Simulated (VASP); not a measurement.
# PbSe (Clausthalite) (Fm-3m) in VASP: further runs

PbSe (Clausthalite) is run at these levels: PBEsol, LDA, r2SCAN; tasks: relaxation of cell and atoms.

Program: VASP 6.6.1. These are calculated values, not measurements. Logs are shortened: lines on timing, memory, paths and dates and some standing lists are left out, and cuts for length are marked.

### 1 The cell of the first run

It takes space group Fm-3m (No. 225, cubic). The conventional cell has a = 6.216 Å, b = 6.216 Å, c = 6.216 Å, α = 90.00°, β = 90.00°, γ = 90.00°. Within 4.1 Å of Pb (site symmetry m-3m) lie 6 Se at 3.11 Å. Se (site symmetry m-3m) has 6 Pb at 3.11 Å within 4.1 Å.

### 2 Relaxation of cell and atoms, PBEsol

INCAR reads:

```
SYSTEM = PbSe
  PREC = Accurate
  ENCUT = 600
  EDIFF = 1E-6
  ISMEAR = -1
  SIGMA = 0.02
  LREAL = .FALSE.
  LASPH = .TRUE.
  NELM = 60
  ALGO = Normal
  ISIF = 3
  LWAVE = .FALSE.
  LCHARG = .FALSE.
  GGA = PS
  IBRION = 2
  NSW = 80
  EDIFFG = -0.005
```

KPOINTS reads:

```
regular mesh
0
G
  6 6 6
  0 0 0
```

POSCAR reads:

```
PbSe
1.0
    0.0000000000      3.1080350091      3.1080350091
    3.1080350091      0.0000000000      3.1080350091
    3.1080350091      3.1080350091      0.0000000000
Pb Se
1 1
Direct
    0.0000000000      0.0000000000      0.0000000000
    0.5000000000      0.5000000000      0.5000000000
```

Potentials or basis: VASP PAW PBE potentials, release 64 (Pb_d, Se).

Launch:

```sh
$ cat potpaw_PBE.64/Pb_d/POTCAR potpaw_PBE.64/Se/POTCAR > POTCAR
$ mpirun -np 1 vasp_std > vasp.out
```

OUTCAR:

```text
SYSTEM = PbSe
   PREC = Accurate
   ENCUT = 600
   EDIFF = 1E-6
   ISMEAR = -1
   LREAL = .FALSE.
   LASPH = .TRUE.
   NELM = 60
   ISIF = 3
   GGA = PS
   IBRION = 2
   NSW = 80
   EDIFFG = -0.005

 ion  position               nearest neighbor table
   1  0.000  0.000  0.000-   2 3.11   2 3.11   2 3.11   2 3.11   2 3.11   2 3.11
   2  0.500  0.500  0.500-   1 3.11   1 3.11   1 3.11   1 3.11   1 3.11   1 3.11

  LATTYP: Found a face centered cubic cell.
 ALAT       =     6.2160700182

  Lattice vectors:

 A1 = (   0.0000000000,   3.1080350091,   3.1080350091)
 A2 = (   3.1080350091,   0.0000000000,   3.1080350091)
 A3 = (   3.1080350091,   3.1080350091,   0.0000000000)

Analysis of symmetry for initial positions (statically):
=====================================================================
 Subroutine PRICEL returns:
 Original cell was already a primitive cell.

 Routine SETGRP: Setting up the symmetry group for a
 face centered cubic supercell.

 Subroutine GETGRP returns: Found 48 space group operations
 (whereof 48 operations were pure point group operations)
 out of a pool of 48 trial point group operations.

The static configuration has the point symmetry O_h .

Analysis of symmetry for dynamics (positions and initial velocities):
=====================================================================
 Subroutine PRICEL returns:
 Original cell was already a primitive cell.

 Routine SETGRP: Setting up the symmetry group for a
 face centered cubic supercell.

 Subroutine GETGRP returns: Found 48 space group operations
 (whereof 48 operations were pure point group operations)
 out of a pool of 48 trial point group operations.

The dynamic configuration has the point symmetry O_h .

 Subroutine INISYM returns: Found 48 space group operations
 (whereof 48 operations are pure point group operations),
 and found     1 'primitive' translations

----------------------------------------------------------------------------------------

                                     Primitive cell

  volume of cell :      60.0465

  direct lattice vectors                    reciprocal lattice vectors
     0.000000000  3.108035009  3.108035009    -0.160873349  0.160873349  0.160873349
     3.108035009  0.000000000  3.108035009     0.160873349 -0.160873349  0.160873349
     3.108035009  3.108035009  0.000000000     0.160873349  0.160873349 -0.160873349

  length of vectors
     4.395425262  4.395425262  4.395425262     0.278640814  0.278640814  0.278640814

  position of ions in fractional coordinates (direct lattice)
     0.000000000  0.000000000  0.000000000
     0.500000000  0.500000000  0.500000000

  ion indices of the primitive-cell ions
   primitive index   ion index
                 1           1
                 2           2

----------------------------------------------------------------------------------------

 KPOINTS: regular mesh

Automatic generation of k-mesh.
 Grid dimensions read from file:
 generate k-points for:    6    6    6

 Generating k-lattice:

  Cartesian coordinates                     Fractional coordinates (reciprocal lattice)
    -0.026812225  0.026812225  0.026812225     0.166666667  0.000000000  0.000000000
     0.026812225 -0.026812225  0.026812225     0.000000000  0.166666667  0.000000000
     0.026812225  0.026812225 -0.026812225     0.000000000  0.000000000  0.166666667

  Length of vectors
     0.046440136  0.046440136  0.046440136

  Shift w.r.t. Gamma in fractional coordinates (k-lattice)
     0.000000000  0.000000000  0.000000000

 Subroutine IBZKPT returns following result:
 ===========================================

 Found     16 irreducible k-points:

 Following reciprocal coordinates:
            Coordinates               Weight
  0.000000  0.000000  0.000000      1.000000
  0.166667  0.000000  0.000000      8.000000
  0.333333  0.000000  0.000000      8.000000
  0.500000  0.000000  0.000000      4.000000
  0.166667  0.166667  0.000000      6.000000
  0.333333  0.166667  0.000000     24.000000
[... 8 lines left out ...]
 -0.333333  0.333333  0.166667     24.000000
 -0.333333  0.500000  0.166667     12.000000
   k-points           NKPTS =     16   k-points in BZ     NKDIM =     16   number of bands    NBANDS=     14
   number of dos      NEDOS =    301   number of ions     NIONS =      2
   total plane-waves  NPLWV =  46656
   dimension x,y,z NGX =    36 NGY =   36 NGZ =   36
   dimension x,y,z NGXF=    72 NGYF=   72 NGZF=   72
   ions per type =               1   1
   NGX,Y,Z   is equivalent  to a cutoff of  13.62, 13.62, 13.62 a.u.
   NGXF,Y,Z  is equivalent  to a cutoff of  27.23, 27.23, 27.23 a.u.
 SYSTEM =  PbSe
   PREC   = accura    normal or accurate (medium, high low for compatibility)
   ISTART =      0    job   : 0-new  1-cont  2-samecut
   ICHARG =      2    charge: 1-file 2-atom 10-const
   ISPIN  =      1    spin polarized calculation?
   LNONCOLLINEAR =      F non collinear calculations
[... 50 lines left out ...]
  free energy    TOTEN  =        -8.89344112 eV

  energy without entropy =       -8.89343880  energy(sigma->0) =       -8.89343996

 E-fermi :   4.4917     XC(G=0):  -9.5104

 val. band max:        4.3169449012   @ k =   0.5000   0.0000   0.0000
 cond. band min:       4.6663933155   @ k =   0.5000   0.0000   0.0000
 fundamental gap:      0.3494484142
 Fermi energy:         4.4916692529

 k-point     1 :       0.0000    0.0000    0.0000
  band No.  band energies     occupation
      1     -12.3218      2.00000
      2     -12.3218      2.00000
      3     -12.3218      2.00000
      4     -12.3180      2.00000
      5     -12.3180      2.00000
      6      -8.8757      2.00000
      7      -2.0484      2.00000
      8       2.6858      2.00000
      9       2.6858      2.00000
     10       2.6858      2.00000
     11       8.9289      0.00000
     12       8.9289      0.00000
     13       8.9289      0.00000
     14      10.8974      0.00000

 k-point     2 :       0.1667    0.0000    0.0000
  band No.  band energies     occupation
      1     -12.3238      2.00000
      2     -12.3238      2.00000
      3     -12.3208      2.00000
      4     -12.3139      2.00000
      5     -12.3139      2.00000
      6      -8.6844      2.00000
      7      -2.6063      2.00000
      8       2.7530      2.00000
      9       2.7530      2.00000
     10       3.0526      2.00000
     11       7.4059      0.00000
     12       7.9583      0.00000
     13       7.9583      0.00000
     14      10.6500      0.00000
[... 285 lines left out ...]
 VOLUME and BASIS-vectors are now :
 -----------------------------------------------------------------------------
  energy-cutoff  :      600.00
  volume of cell :       55.84
      direct lattice vectors                 reciprocal lattice vectors
    -0.000000000  3.033734120  3.033734120    -0.164813388  0.164813388  0.164813388
     3.033734120 -0.000000000  3.033734120     0.164813388 -0.164813388  0.164813388
     3.033734120  3.033734120  0.000000000     0.164813388  0.164813388 -0.164813388

 POSITION                                       TOTAL-FORCE (eV/Angst)
 -----------------------------------------------------------------------------------
      3.03373      6.06747      3.03373         0.000000     -0.000000     -0.000000
      3.03373      3.03373      3.03373         0.000000      0.000000      0.000000
 -----------------------------------------------------------------------------------
    total drift:                                0.000000      0.000000      0.000000

  FREE ENERGIE OF THE ION-ELECTRON SYSTEM (eV)
  ---------------------------------------------------
  free  energy   TOTEN  =        -8.9187048762 eV

  energy  without entropy=       -8.9183814067  energy(sigma->0) =       -8.91854314

--------------------------------------- Ionic step        3  -------------------------------------------

 number of electron      20.0000000 magnetization

 Free energy of the ion-electron system (eV)
  ---------------------------------------------------
  ext. energy  EPLUGINS =         0.00000000
  ---------------------------------------------------
  free energy    TOTEN  =        -8.92149964 eV

  energy without entropy =       -8.92139432  energy(sigma->0) =       -8.92144698

 E-fermi :   5.1199     XC(G=0):  -9.7640

 val. band max:        5.0339249334   @ k =   0.5000   0.0000   0.0000
 cond. band min:       5.2058898407   @ k =   0.5000   0.0000   0.0000
 fundamental gap:      0.1719649073
 Fermi energy:         5.1199073872

 k-point     1 :       0.0000    0.0000    0.0000
  band No.  band energies     occupation
      1     -11.7324      2.00000
      2     -11.7324      2.00000
      3     -11.7324      2.00000
      4     -11.7315      2.00000
      5     -11.7315      2.00000
      6      -8.6626      2.00000
      7      -1.2891      2.00000
      8       3.1118      2.00000
      9       3.1118      2.00000
     10       3.1118      2.00000
     11       9.7263      0.00000
     12       9.7263      0.00000
     13       9.7263      0.00000
     14      11.4556      0.00000

 k-point     2 :       0.1667    0.0000    0.0000
  band No.  band energies     occupation
      1     -11.7382      2.00000
      2     -11.7382      2.00000
      3     -11.7315      2.00000
      4     -11.7235      2.00000
      5     -11.7235      2.00000
      6      -8.4504      2.00000
      7      -1.9665      2.00000
      8       3.1858      2.00000
      9       3.1858      2.00000
     10       3.5723      2.00000
     11       8.1024      0.00000
     12       8.6532      0.00000
     13       8.6532      0.00000
     14      11.2217      0.00000
[... 249 lines left out ...]
 VOLUME and BASIS-vectors are now :
 -----------------------------------------------------------------------------
  energy-cutoff  :      600.00
  volume of cell :       56.80
      direct lattice vectors                 reciprocal lattice vectors
    -0.000000000  3.050950865  3.050950865    -0.163883334  0.163883334  0.163883334
     3.050950865 -0.000000000  3.050950865     0.163883334 -0.163883334  0.163883334
     3.050950865  3.050950865  0.000000000     0.163883334  0.163883334 -0.163883334

 POSITION                                       TOTAL-FORCE (eV/Angst)
 -----------------------------------------------------------------------------------
      0.00000     -0.00000      0.00000         0.000000      0.000000      0.000000
      3.05095      3.05095      3.05095        -0.000000      0.000000     -0.000000
 -----------------------------------------------------------------------------------
    total drift:                                0.000000      0.000000      0.000000

  FREE ENERGIE OF THE ION-ELECTRON SYSTEM (eV)
  ---------------------------------------------------
  free  energy   TOTEN  =        -8.9214996388 eV

  energy  without entropy=       -8.9213943189  energy(sigma->0) =       -8.92144698

 reached required accuracy - stopping structural energy minimisation
```

Wall time 53 s (1 thread of Intel Xeon Platinum 8375C at 2.90GHz (Ice Lake), shared host); peak memory 0.21 GiB.

What came out:

- Free energy: -8.9215 eV
- Relaxed volume: 28.40 Å³/atom
- Relaxed cell: a = 4.315 Å, b = 4.315 Å, c = 4.315 Å, α = 60.00°, β = 60.00°, γ = 60.00°
- Space group after relaxing (to 0.05 Å): Fm-3m (No. 225)
- Energy gained by relaxing: 14.0 meV/atom
- Ionic steps: 3
- Pressure after relaxing: 0.0 GPa
- Band gap on the k mesh: 0.17 eV, direct

Step by step:
| step | energy change (eV) | largest force (eV/Å) | pressure (GPa) | volume (Å³) |
| --- | --- | --- | --- | --- |
| 1 | 0.0000 | 0.0000 | -2.64 | 60.05 |
| 2 | -0.0253 | 0.0000 | 0.94 | 55.84 |
| 3 | -0.0281 | 0.0000 | -0.01 | 56.80 |

Final structure:
```
Pb Se
1.0
     0.00000    3.05095    3.05095
     3.05095    0.00000    3.05095
     3.05095    3.05095    0.00000
Pb Se
1 1
Direct
  0.00000 0.00000 0.00000
  0.50000 0.50000 0.50000
```

Caveat: the PAW data sets were made with another functional, which shifts forces and pressure a little; spin-orbit coupling is left out, which moves the levels of the heavy elements.

### 3 Relaxation of cell and atoms, LDA

INCAR reads:

```
PREC     = Accurate       # precision mode
ENCUT    = 600            # plane-wave cutoff, eV
EDIFF    = 1E-7           # SCF threshold, eV
ISMEAR   = -1             # smearing method
SIGMA    = 0.02           # smearing width, eV
LREAL    = False          # projectors in reciprocal space
LASPH    = True           # aspherical terms in the spheres
NELM     = 80             # most SCF steps
ALGO     = Normal         # electronic algorithm
ISIF     = 3              # what is computed and relaxed
LWAVE    = False          # write WAVECAR
LCHARG   = False          # write CHGCAR
GGA      = CA             # functional
IBRION   = 2              # ionic algorithm
NSW      = 80             # ionic steps
EDIFFG   = -0.005         # ionic threshold
```

KPOINTS reads:

```
regular mesh
0
Gamma
  6 6 6
```

POSCAR is that of step 2.

Potentials or basis: VASP PAW LDA potentials, release 64 (Pb_d, Se).

Launch:

```sh
$ cat potpaw_LDA.64/Pb_d/POTCAR potpaw_LDA.64/Se/POTCAR > POTCAR
$ mpirun -np 1 vasp_std > vasp.out
```

Run time: 2 min. Hardware: 1 thread of Intel Xeon Platinum 8375C at 2.90GHz (Ice Lake), shared host; peak memory 0.19 GiB.

Results (log left out):

```
Free energy                            : -9.4633 eV
Relaxed volume                         : 27.56 Å³/atom
Relaxed cell                           : a = 4.272 Å, b = 4.272 Å, c = 4.272 Å, α = 60.00°, β = 60.00°, γ = 60.00°
Space group after relaxing (to 0.05 Å) : Fm-3m (No. 225)
Energy gained by relaxing              : 33.1 meV/atom
Ionic steps                            : 17
Pressure after relaxing                : 0.0 GPa
Band gap on the k mesh                 : 0.03 eV, direct
```

Step by step:
```
step  energy change (eV)  largest force (eV/Å)  pressure (GPa)  volume (Å³)
   1              0.0000                0.0000           -4.06        60.05
   2             -0.0600                0.0000            1.43        53.68
   3             -0.0662                0.0000            0.04        55.08
   4             -0.0662                0.0000           -0.05        55.18
   5             -0.0662                0.0000           -0.06        55.18
   6             -0.0662                0.0000           -0.05        55.17
   7             -0.0662                0.0000           -0.05        55.17
   8             -0.0662                0.0000           -0.05        55.17
   9             -0.0662                0.0000           -0.05        55.17
  10             -0.0662                0.0000           -0.05        55.17
  11             -0.0662                0.0000           -0.05        55.17
  12             -0.0662                0.0000           -0.05        55.17
  13             -0.0662                0.0000           -0.05        55.17
  14             -0.0662                0.0000           -0.05        55.17
  15             -0.0662                0.0000           -0.04        55.16
  16             -0.0662                0.0000           -0.03        55.15
  17             -0.0662                0.0000           -0.02        55.13
```

Final structure:
```cif
data_structure
_symmetry_space_group_name_H-M 'P 1'
_symmetry_Int_Tables_number 1
_cell_length_a 4.2720
_cell_length_b 4.2720
_cell_length_c 4.2720
_cell_angle_alpha 60.000
_cell_angle_beta 60.000
_cell_angle_gamma 60.000
_cell_volume 55.13
loop_
_atom_site_label
_atom_site_type_symbol
_atom_site_fract_x
_atom_site_fract_y
_atom_site_fract_z
_atom_site_occupancy
Pb1 Pb 0.00000 0.00000 0.00000 1
Se1 Se 0.50000 0.50000 0.50000 1
```

Levels at points of the mesh, in eV from the valence-band top:
| k point | band 8 | band 9 | band 10 | band 11 | band 12 | band 13 |
| --- | --- | --- | --- | --- | --- | --- |
| (0.00, 0.00, 0.00) | -2.09 | -2.09 | -2.09 | 4.65 | 4.65 | 4.65 |
| (0.50, 0.00, 0.00) | -1.64 | -1.64 | 0.00 | 0.03 | 1.49 | 1.49 |
| (0.50, 0.50, 0.00) | -5.39 | -3.53 | -3.53 | 3.41 | 5.62 | 5.62 |

Caveat: spin-orbit coupling is left out, which moves the levels of the heavy elements. LDA usually gives volumes a few per cent too small.

### 4 Relaxation of cell and atoms, r2SCAN

POSCAR is that of step 3.

INCAR.step1 reads:

```
PREC = Accurate ; ENCUT = 600
ISMEAR = -1 ; SIGMA = 0.02
LREAL = False ; LASPH = True
NELM = 100 ; GGA = PE
ALGO = Normal ; EDIFF = 1E-4
LWAVE = True ; LCHARG = False
```

INCAR.step2 reads:

```
PREC = Accurate ; ENCUT = 600
EDIFF = 1E-6 ; ISMEAR = -1
SIGMA = 0.02 ; LREAL = False
LASPH = True ; NELM = 100
ALGO = Normal ; ISIF = 3
LWAVE = False ; LCHARG = False
METAGGA = R2SCAN ; LMIXTAU = True
IBRION = 2 ; NSW = 80
EDIFFG = -0.005 ; ISTART = 1
```

KPOINTS is that of step 3.

Potentials or basis: VASP PAW PBE potentials, release 64 (Pb_d, Se).

Launch:

```sh
$ cat potpaw_PBE.64/Pb_d/POTCAR potpaw_PBE.64/Se/POTCAR > POTCAR
$ cp INCAR.step1 INCAR
$ mpirun -np 1 vasp_std > vasp.out
$ cp INCAR.step2 INCAR
$ mpirun -np 1 vasp_std > vasp.out
```

Run time: 3.6 min. Hardware: 1 thread of Intel Xeon Platinum 8375C at 2.90GHz (Ice Lake), shared host; peak memory 0.23 GiB.

Results (log left out):

- Free energy: -71.9421 eV
- Relaxed volume: 29.47 Å³/atom
- Relaxed cell: a = 4.369 Å, b = 4.369 Å, c = 4.369 Å, α = 60.00°, β = 60.00°, γ = 60.00°
- Space group after relaxing (to 0.05 Å): Fm-3m (No. 225)
- Energy gained by relaxing: 1.6 meV/atom
- Ionic steps: 3
- Pressure after relaxing: 0.0 GPa
- Band gap on the k mesh: 0.67 eV, direct

Step by step:
| step | energy change (eV) | largest force (eV/Å) | pressure (GPa) | volume (Å³) |
| --- | --- | --- | --- | --- |
| 1 | 0.0000 | 0.0000 | -0.91 | 60.05 |
| 2 | -0.0028 | 0.0000 | 0.34 | 58.57 |
| 3 | -0.0032 | 0.0000 | 0.01 | 58.95 |

Final structure:
```
Pb Se
1.0
     0.00000    3.08900    3.08900
     3.08900    0.00000    3.08900
     3.08900    3.08900    0.00000
Pb Se
1 1
Direct
  0.00000 0.00000 0.00000
  0.50000 0.50000 0.50000
```

Levels at points of the mesh, in eV from the valence-band top:
| k point | band 7 | band 8 | band 9 | band 10 | band 11 | band 12 | band 13 | band 14 |
| --- | --- | --- | --- | --- | --- | --- | --- | --- |
| (0.00, 0.00, 0.00) | -6.38 | -1.87 | -1.87 | -1.87 | 5.00 | 5.00 | 5.00 | 7.04 |
| (0.50, 0.00, 0.00) | -8.88 | -1.48 | -1.48 | 0.00 | 0.67 | 2.00 | 2.00 | 9.07 |
| (0.50, 0.50, 0.00) | -7.48 | -4.89 | -3.19 | -3.19 | 4.16 | 5.91 | 5.91 | 6.37 |

Caveat: the PAW data sets were made with another functional, which shifts forces and pressure a little; spin-orbit coupling is left out, which moves the levels of the heavy elements.

### 5 The runs side by side

```tsv
level	potentials or basis	gap on the mesh (eV)	pressure (GPa)	relaxed volume (Å³/atom)
PBEsol	VASP PAW PBE potentials, release 64 (Pb_d, Se)	0.17	0.0	28.40
LDA	VASP PAW LDA potentials, release 64 (Pb_d, Se)	0.03	0.0	27.56
r2SCAN	VASP PAW PBE potentials, release 64 (Pb_d, Se)	0.67	0.0	29.47
```

Alike in all rows: task relaxation of cell and atoms; no spin polarisation; cell relaxed; k mesh 6 × 6 × 6; cutoff (eV) 600; smearing fermi-dirac 0.02 eV.

Caveats: spin-orbit coupling is left out, which moves the levels of the heavy elements; the PAW data sets were made with another functional, which shifts forces and pressure a little (some runs).

Total energies depend on the potentials used, so only differences within one code and one set of settings carry meaning.
